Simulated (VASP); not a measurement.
Ag: single point with r2SCAN

Crystal: Ag.

```
Ag
1.0
     0.00000    2.01020    2.01020
     2.01020    0.00000    2.01020
     2.01020    2.01020    0.00000
Ag
1
Direct
  0.00000 0.00000 0.00000
```

This cell differs from its parent crystal: volume scaled by 0.94.

* Program: VASP 6.6.1
* Task: single point
* Functional: r2SCAN
* Potentials or basis: VASP PAW PBE potentials, release 64 (Ag)
* Cutoff: 520 eV
* k mesh: 18 × 18 × 18
* Occupations: gaussian, width 0.1 eV
* Spin: no spin polarisation

* Pressure: 7.9 GPa

Levels at points of the mesh, in eV from the Fermi level:
```csv
k point,band 3,band 4,band 5,band 6,band 7,band 8,band 9,band 10
"(0.00, 0.00, 0.00)",-5.30,-5.30,-4.16,-4.16,16.79,20.83,20.83,20.83
"(0.50, 0.00, 0.00)",-5.33,-3.27,-3.27,-0.45,4.03,16.04,19.19,19.19
"(0.50, 0.50, 0.00)",-3.31,-3.03,-3.03,1.71,7.41,11.44,11.44,18.32
```

It took 51 s on 1 thread of Intel Xeon 6975P-C, with other jobs on the host, peak memory 0.17 GiB.

Caveat: the PAW data sets were made with another functional, which shifts forces and pressure a little.
